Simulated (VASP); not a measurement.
# V (P6_3/mmc) in VASP: a series of runs

Aim: see how the results for V move with the level of theory and the settings. Levels: PBE, PBEsol. Tasks: single point.

Program: VASP 6.6.1. These are calculated values, not measurements. Logs are shortened: lines on timing, memory, paths and dates and some standing lists are left out, and cuts for length are marked.

## Step 1: The cell of the first run

It takes space group P6_3/mmc (No. 194, hexagonal). Conventional cell: a = 2.604 Å, b = 2.604 Å, c = 4.723 Å, α = 90.00°, β = 90.00°, γ = 120.00°. V (site symmetry -6m2) has 12 V at 2.60 to 2.80 Å within 3.4 Å.

## Step 2: Single point, PBE, collinear spin, ferromagnetic start

INCAR reads:

```
SYSTEM = V
ALGO = Normal
EDIFF = 1E-6
ENCUT = 520
GGA = PE
ISIF = 2
ISMEAR = -1
ISPIN = 2
LASPH = .True.
LCHARG = .False.
LMAXMIX = 4
LORBIT = 11
LREAL = .False.
LWAVE = .False.
MAGMOM = 2.5 2.5
NBANDS = 24
NELM = 150
NUPDOWN = 5.0
PREC = Accurate
SIGMA = 0.05
```

KPOINTS reads:

```
k-points
0
Gamma
  10 10 5
  0 0 0
```

POSCAR reads:

```
V
1.0
    2.6042941027      0.0000000000      0.0000000000
   -1.3021470513      2.2553848518      0.0000000000
    0.0000000000      0.0000000000      4.7233360000
V
2
Direct
    0.3333333333      0.6666666667      0.2500000000
    0.6666666667      0.3333333333      0.7500000000
```

Potentials or basis: VASP PAW PBE potentials, release 64 (V_sv).

Launch:

```sh
cat potpaw_PBE.64/V_sv/POTCAR > POTCAR
mpirun -np 1 vasp_std > vasp.out
```

OUTCAR:

```text
SYSTEM = V
   EDIFF = 1E-6
   ENCUT = 520
   GGA = PE
   ISIF = 2
   ISMEAR = -1
   ISPIN = 2
   LASPH = .True.
   LORBIT = 11
   LREAL = .False.
   NELM = 150
   NUPDOWN = 5.0
   PREC = Accurate

 ion  position               nearest neighbor table
   1  0.333  0.667  0.250-   2 2.80   2 2.80   2 2.80   2 2.80   2 2.80   2 2.80
   2  0.667  0.333  0.750-   1 2.80   1 2.80   1 2.80   1 2.80   1 2.80   1 2.80

  LATTYP: Found a hexagonal cell.
 ALAT       =     2.6042941027
 C/A-ratio  =     1.8136722712

  Lattice vectors:

 A1 = (   2.6042941027,   0.0000000000,   0.0000000000)
 A2 = (  -1.3021470513,   2.2553848518,   0.0000000000)
 A3 = (   0.0000000000,   0.0000000000,   4.7233360000)

Analysis of symmetry for initial positions (statically):
=====================================================================
 Subroutine PRICEL returns:
 Original cell was already a primitive cell.

 Routine SETGRP: Setting up the symmetry group for a
 hexagonal supercell.

 Subroutine GETGRP returns: Found 24 space group operations
 (whereof 12 operations were pure point group operations)
 out of a pool of 24 trial point group operations.

The static configuration has the point symmetry D_3d.
 The point group associated with its full space group is D_6h.

Analysis of symmetry for dynamics (positions and initial velocities):
=====================================================================
 Subroutine PRICEL returns:
 Original cell was already a primitive cell.

 Routine SETGRP: Setting up the symmetry group for a
 hexagonal supercell.

 Subroutine GETGRP returns: Found 24 space group operations
 (whereof 12 operations were pure point group operations)
 out of a pool of 24 trial point group operations.

The dynamic configuration has the point symmetry D_3d.
 The point group associated with its full space group is D_6h.

Analysis of structural, dynamic, and magnetic symmetry:
=====================================================================
 Subroutine PRICEL returns:
 Original cell was already a primitive cell.

 Routine SETGRP: Setting up the symmetry group for a
 hexagonal supercell.

 Subroutine GETGRP returns: Found 24 space group operations
 (whereof 12 operations were pure point group operations)
 out of a pool of 24 trial point group operations.

The overall configuration has the point symmetry D_3d.
 The point group associated with its full space group is D_6h.

 Subroutine INISYM returns: Found 24 space group operations
 (whereof 12 operations are pure point group operations),
 and found     1 'primitive' translations

----------------------------------------------------------------------------------------

                                     Primitive cell

  volume of cell :      27.7434

  direct lattice vectors                    reciprocal lattice vectors
     2.604294103  0.000000000  0.000000000     0.383981210  0.221691655  0.000000000
    -1.302147051  2.255384852  0.000000000     0.000000000  0.443383310  0.000000000
     0.000000000  0.000000000  4.723336000     0.000000000  0.000000000  0.211714771

  length of vectors
     2.604294103  2.604294103  4.723336000     0.443383310  0.443383310  0.211714771

  position of ions in fractional coordinates (direct lattice)
     0.333333333  0.666666667  0.250000000
     0.666666667  0.333333333  0.750000000

  ion indices of the primitive-cell ions
   primitive index   ion index
                 1           1
                 2           2

----------------------------------------------------------------------------------------

 KPOINTS: k-points

Automatic generation of k-mesh.
 Grid dimensions read from file:
 generate k-points for:   10   10    5

 Generating k-lattice:

  Cartesian coordinates                     Fractional coordinates (reciprocal lattice)
     0.038398121  0.022169165  0.000000000     0.100000000  0.000000000  0.000000000
     0.000000000  0.044338331  0.000000000     0.000000000  0.100000000  0.000000000
     0.000000000  0.000000000  0.042342954     0.000000000  0.000000000  0.200000000

  Length of vectors
     0.044338331  0.044338331  0.042342954

  Shift w.r.t. Gamma in fractional coordinates (k-lattice)
     0.000000000  0.000000000  0.000000000

 Subroutine IBZKPT returns following result:
 ===========================================

 Found     42 irreducible k-points:

 Following reciprocal coordinates:
            Coordinates               Weight
  0.000000  0.000000  0.000000      1.000000
  0.100000 -0.000000  0.000000      6.000000
  0.200000 -0.000000  0.000000      6.000000
  0.300000  0.000000  0.000000      6.000000
  0.400000 -0.000000  0.000000      6.000000
  0.500000  0.000000  0.000000      3.000000
[... 16 lines left out ...]
  0.300000  0.100000  0.200000     24.000000
  0.400000  0.100000  0.200000     24.000000
 [... further k-points ...]
   k-points           NKPTS =     42   k-points in BZ     NKDIM =     42   number of bands    NBANDS=     24
   number of dos      NEDOS =    301   number of ions     NIONS =      2
   total plane-waves  NPLWV =  14400
   dimension x,y,z NGX =    20 NGY =   20 NGZ =   36
   dimension x,y,z NGXF=    40 NGYF=   40 NGZF=   72
   ions per type =               2
   NGX,Y,Z   is equivalent  to a cutoff of  12.77, 12.77, 12.67 a.u.
   NGXF,Y,Z  is equivalent  to a cutoff of  25.53, 25.53, 25.34 a.u.
 SYSTEM =  V
   PREC   = accura    normal or accurate (medium, high low for compatibility)
   ISTART =      0    job   : 0-new  1-cont  2-samecut
   ICHARG =      2    charge: 1-file 2-atom 10-const
   ISPIN  =      2    spin polarized calculation?
   LNONCOLLINEAR =      F non collinear calculations
   LSORBIT =      F    spin-orbit coupling
   LASPH  =      T    aspherical Exc in radial PAW
   ENCUT  =  520.0 eV  38.22 Ry    6.18 a.u.   4.84  4.84  8.78*2*pi/ulx,y,z
   NELM   =    150;   NELMIN=  2; NELMDL= -5     # of ELM steps
   EDIFF  = 0.1E-05   stopping-criterion for ELM
   LREAL  =      F    real-space projection
   EDIFFG = 0.1E-04   stopping-criterion for IOM
   NSW    =      0    number of steps for IOM
   IBRION =     -1    ionic relax: 0-MD 1-quasi-New 2-CG
   NFREE  =      0    steps in history (QN), initial steepest desc. (CG)
   ISIF   =      2    stress and relaxation
   ISYM   =      2    0-nonsym 1-usesym 2-fastsym
   POTIM  = 0.5000    time-step for ionic-motion
   TEBEG  =    0.0;   TEEND  =   0.0 temperature during run
   PSTRESS=    0.0 pullay stress
   NELECT =      26.0000    total number of electrons
   NUPDOWN=       5.0000    fix difference up-down
   EMIN   =  10.00;   EMAX   =-10.00  energy-range for DOS
   EFERMI =   0.00;   METHOD = LEGACY
   ISMEAR =    -1;   SIGMA  =   0.05  broadening in eV -4-tet -1-fermi 0-gaus
   EFERMI_NEDOS =   21; number of points for ismear=-14 and -15
   IALGO  =     38    algorithm
   IMIX   =      4    mixing-type and parameters
     AMIX     =   0.40;   BMIX     =  1.00
     AMIX_MAG =   1.60;   BMIX_MAG =  1.00
  volume/ion in A,a.u.               =      13.87        93.61
  Fermi-wavevector in a.u.,A,eV,Ry     =   1.602062  3.027459 34.920768  2.566604
  Thomas-Fermi vector in A             =   2.698942
   LORBIT       =     11    0 simple, 1 ext, 2 COOP (PROOUT), +10 PAW based schemes
   GGA     = PE    functional components
   LHFCALC =     F    Hartree Fock is set to
   AEXX    =    0.0000 exact exchange contribution
   IVDW    =     0    specifies the selected vdW correction
   LEPSILON=     F    determine dielectric tensor
   LRPA    =     F    only Hartree local field effects (RPA)
 spin polarized calculation
  energy-cutoff  :      520.00
  volume of cell :       27.74
 maximum number of plane-waves:       762
 NGX is ok and might be reduce to    20
   NGX =  9   NGY =  9   NGZ = 17

 number of electron      26.0000012 magnetization       5.0000003

 Free energy of the ion-electron system (eV)
  ---------------------------------------------------
  ext. energy  EPLUGINS =         0.00000000
  ---------------------------------------------------
  free energy    TOTEN  =       -15.70347320 eV

  energy without entropy =      -15.68202714  energy(sigma->0) =      -15.69275017

 E-fermi :   9.2403     XC(G=0): -12.6124

 val. band max:       10.7860615193   @ k =   0.1000  -0.0000   0.0000
 cond. band min:       9.2635441537   @ k =   0.3000   0.3000   0.0000
 fundamental gap:     -1.5225173657
 Fermi energy:        10.8065286327

 spin component 1

 k-point     1 :       0.0000    0.0000    0.0000
  band No.  band energies     occupation
      1     -54.7015      1.00000
      2     -54.5923      1.00000
      3     -28.8187      1.00000
      4     -28.1722      1.00000
      5     -28.0613      1.00000
      6     -28.0613      1.00000
[... 16 lines left out ...]
     23      27.1799      0.00000
     24      29.2729      0.00000
[... 598 lines left out ...]
      2     -54.4661      1.00000
      3     -28.9103      1.00000
      4     -28.8390      1.00000
      5     -28.4302      1.00000
      6     -28.3185      1.00000
[... 16 lines left out ...]
     23      22.8052      0.00000
     24      23.3010      0.00000

 [... further k-points ...]

 spin component 2

 k-point     1 :       0.0000    0.0000    0.0000
  band No.  band energies     occupation
      1     -52.7769      1.00000
      2     -52.6660      1.00000
      3     -26.9495      1.00000
      4     -26.2888      1.00000
      5     -26.1352      1.00000
      6     -26.1352      1.00000
[... 16 lines left out ...]
     23      28.6125      0.00000
     24      31.0524      0.00000
[... 598 lines left out ...]
      2     -52.5409      1.00000
      3     -26.9880      1.00000
      4     -26.9131      1.00000
      5     -26.5474      1.00000
      6     -26.3974      1.00000
[... 16 lines left out ...]
     23      24.1703      0.00000
     24      24.8374      0.00000

 [... further k-points ...]

------------------------ aborting loop because EDIFF is reached ----------------------------------------

  FORCE on cell =-STRESS in cart. coord.  units (eV):
  Direction    XX          YY          ZZ          XY          YZ          ZX
  --------------------------------------------------------------------------------------
  -------------------------------------------------------------------------------------
  Total        6.3723154      6.3723154      0.4254893      0.0000000     -0.0000000      0.0000000
  in kB      368.0004206    368.0004206     24.5719556      0.0000000     -0.0000000      0.0000000
  external PRESSURE =     253.5242656 kB  Pullay stress =       0.0000000 kB

 VOLUME and BASIS-vectors are now :
 -----------------------------------------------------------------------------
  energy-cutoff  :      520.00
  volume of cell :       27.74
      direct lattice vectors                 reciprocal lattice vectors
     2.604294103  0.000000000  0.000000000     0.383981210  0.221691655  0.000000000
    -1.302147051  2.255384852  0.000000000     0.000000000  0.443383310  0.000000000
     0.000000000  0.000000000  4.723336000     0.000000000  0.000000000  0.211714771

 POSITION                                       TOTAL-FORCE (eV/Angst)
 -----------------------------------------------------------------------------------
     -0.00000      1.50359      1.18083        -0.000000      0.000000      0.000000
      1.30215      0.75179      3.54250         0.000000     -0.000000      0.000000
 -----------------------------------------------------------------------------------
    total drift:                                0.000000     -0.000000      0.000000

  FREE ENERGIE OF THE ION-ELECTRON SYSTEM (eV)
  ---------------------------------------------------
  free  energy   TOTEN  =       -15.7034732021 eV

  energy  without entropy=      -15.6820271416  energy(sigma->0) =      -15.69275017

 total charge

# of ion       s       p       d       tot
------------------------------------------
    1        2.345   6.211   3.116  11.672
    2        2.345   6.211   3.116  11.672
--------------------------------------------------
tot          4.690  12.423   6.232  23.344

 magnetization (x)

# of ion       s       p       d       tot
------------------------------------------
    1        0.024   0.126   1.961   2.111
    2        0.024   0.126   1.961   2.111
--------------------------------------------------
tot          0.047   0.253   3.921   4.222
```

Wall time 74 s (1 thread of AMD EPYC 7R13, shared host); peak memory 0.14 GiB.

Results:

| Property | Result |
| --- | --- |
| Free energy | -15.7035 eV |
| Pressure | 25.4 GPa |
| Net moment | 5.00 μB per cell |
| Site moments | V +2.11 μB |
| Valence electrons inside the program's atomic spheres | V 11.67 |

Caveat: the total moment is fixed, so each spin has its own Fermi level.

## Step 3: Single point, PBE, collinear spin, ferromagnetic start

INCAR reads:

```
SYSTEM = V
  PREC = Accurate
  ENCUT = 520
  EDIFF = 1E-6
  ISMEAR = -1
  SIGMA = 0.05
  LREAL = .False.
  LASPH = .True.
  NELM = 150
  ALGO = Normal
  ISIF = 2
  LWAVE = .False.
  LCHARG = .False.
  ISPIN = 2
  MAGMOM = 3 3
  LORBIT = 11
  NUPDOWN = 6.0
  LMAXMIX = 4
  GGA = PE
  NBANDS = 24
```

KPOINTS reads:

```
regular mesh
0
Gamma
  10 10 5
  0 0 0
```

POSCAR is that of step 2.

Potentials or basis: VASP PAW PBE potentials, release 64 (V_sv).

Launch:

```sh
cat potpaw_PBE.64/V_sv/POTCAR > POTCAR
mpirun -np 1 vasp_std > vasp.out
```

It took 62 s on 1 thread of AMD EPYC 7R13, shared host; peak memory 0.14 GiB.

The run converged. Its results:

| Quantity | Value |
| --- | --- |
| Free energy | -14.7828 eV |
| Pressure | 36.5 GPa |
| Net moment | 6.00 μB per cell |
| Site moments | V +2.53 μB |
| Valence electrons inside the program's atomic spheres | V 11.70 |

Stress tensor (GPa, compression positive):
```
49.02  0.00  0.00
 0.00 49.02  0.00
 0.00  0.00 11.43
```

Caveat: the total moment is fixed, so each spin has its own Fermi level.

## Step 4: Single point, PBE, collinear spin, ferromagnetic start

INCAR reads:

```
ALGO = Normal
EDIFF = 1E-6
ENCUT = 520
GGA = PE
ISIF = 2
ISMEAR = -1
ISPIN = 2
LASPH = True
LCHARG = False
LMAXMIX = 4
LORBIT = 11
LREAL = False
LWAVE = False
MAGMOM = 4 4
NBANDS = 24
NELM = 150
NUPDOWN = 8.0
PREC = Accurate
SIGMA = 0.05
```

KPOINTS reads:

```
k-points
0
Gamma
  10 10 5
```

POSCAR is that of step 3.

Launch:

```sh
cat potpaw_PBE.64/V_sv/POTCAR > POTCAR
mpirun -np 1 vasp_std > vasp.out
```

Wall time 74 s (1 thread of AMD EPYC 7R13, shared host); peak memory 0.14 GiB.

The run converged. Its results:

```yaml
Free_energy: -11.9764 eV
Pressure: 63.8 GPa
Net_moment: 8.00 μB per cell
Site_moments: V +3.29 μB
Valence_electrons_inside_the_program's_atomic_spheres: V 11.79
```

Stress tensor (GPa, compression positive):
```
75.07  0.00  0.00
 0.00 75.07  0.00
 0.00  0.00 41.35
```

Caveat: the total moment is fixed, so each spin has its own Fermi level.

## Step 5: Single point, PBEsol, collinear spin, ferromagnetic start

This run uses another cell than the first one, of 13.04 Å³/atom, 0.940 times its volume.

INCAR reads:

```
SYSTEM = V
ALGO = Normal ; EDIFF = 1E-6
ENCUT = 520 ; GGA = PS
ISIF = 2 ; ISMEAR = -1
ISPIN = 2 ; LASPH = .TRUE.
LCHARG = .FALSE. ; LMAXMIX = 4
LORBIT = 11 ; LREAL = .FALSE.
LWAVE = .FALSE. ; MAGMOM = 2 2
NBANDS = 24 ; NELM = 150
PREC = Accurate ; SIGMA = 0.05
```

KPOINTS reads:

```
k-points
0
G
  12 12 6
  0 0 0
```

POSCAR reads:

```
V
1.0
    2.5511303260      0.0000000000      0.0000000000
   -1.2755651630      2.2093436706      0.0000000000
    0.0000000000      0.0000000000      4.6269143324
V
2
Direct
    0.3333333333      0.6666666667      0.2500000000
    0.6666666667      0.3333333333      0.7500000000
```

Launch:

```sh
cat potpaw_PBE.64/V_sv/POTCAR > POTCAR
mpirun -np 1 vasp_std > vasp.out
```

Wall time 2.4 min (1 thread of AMD EPYC 7R13, shared host); peak memory 0.16 GiB.

The run converged. Its results:

- Free energy: -18.7455 eV
- Pressure: 4.2 GPa
- Band gap on the k mesh: zero (filled and empty bands overlap)
- Net moment: 0.00 μB per cell
- Valence electrons inside the program's atomic spheres: V 11.74

Stress tensor (GPa, compression positive):
```
4.26 0.00 0.00
0.00 4.26 0.00
0.00 0.00 4.02
```

Levels at points of the mesh, in eV from the Fermi level:
Spin up:
```tsv
k point	band 9	band 10	band 11	band 12	band 13	band 14	band 15	band 16	band 17	band 18
(0.00, 0.00, 0.00)	-7.01	-3.60	-0.65	-0.13	0.33	0.33	0.68	0.68	1.96	1.96
(0.50, 0.00, 0.00)	-3.18	-3.01	-2.97	-0.42	-0.10	0.34	0.63	3.20	3.82	3.94
(0.00, 0.00, 0.50)	-5.16	-5.16	-1.10	-1.10	0.37	0.37	0.37	0.37	2.69	2.69
(0.50, 0.00, 0.50)	-3.50	-3.50	-1.97	-1.97	1.75	1.75	1.80	1.80	3.89	3.89
```
Spin down:
```csv
k point,band 11,band 12,band 13,band 14,band 15,band 16
"(0.00, 0.00, 0.00)",-0.65,-0.13,0.33,0.33,0.68,0.68
"(0.50, 0.00, 0.00)",-2.97,-0.42,-0.10,0.34,0.63,3.20
"(0.00, 0.00, 0.50)",-1.10,-1.10,0.37,0.37,0.37,0.37
"(0.50, 0.00, 0.50)",-1.97,-1.97,1.76,1.76,1.80,1.80
```

Caveat: the PAW data sets were made with another functional, which shifts forces and pressure a little.

## Step 6: Overview

| level | fixed moment (μB) | cell | k mesh | pressure (GPa) | moment (μB) |
| --- | --- | --- | --- | --- | --- |
| PBE | 5.0 | a = 2.604, b = 2.604, c = 4.723 Å, angles 90.0, 90.0, 120.0°, 2 atoms | 10 × 10 × 5 | 25.4 | 5.00 |
| PBE | 6.0 | a = 2.604, b = 2.604, c = 4.723 Å, angles 90.0, 90.0, 120.0°, 2 atoms | 10 × 10 × 5 | 36.5 | 6.00 |
| PBE | 8.0 | a = 2.604, b = 2.604, c = 4.723 Å, angles 90.0, 90.0, 120.0°, 2 atoms | 10 × 10 × 5 | 63.8 | 8.00 |
| PBEsol | - | a = 2.551, b = 2.551, c = 4.627 Å, angles 90.0, 90.0, 120.0°, 2 atoms | 12 × 12 × 6 | 4.2 | 0.00 |

Alike in all rows: task single point; potentials or basis VASP PAW PBE potentials, release 64 (V_sv); spin collinear, ferromagnetic start; cutoff (eV) 520; smearing fermi-dirac 0.05 eV.

Caveats: the total moment is fixed, so each spin has its own Fermi level (some runs); the PAW data sets were made with another functional, which shifts forces and pressure a little (some runs).

Total energies depend on the potentials used, so only differences within one code and one set of settings carry meaning.
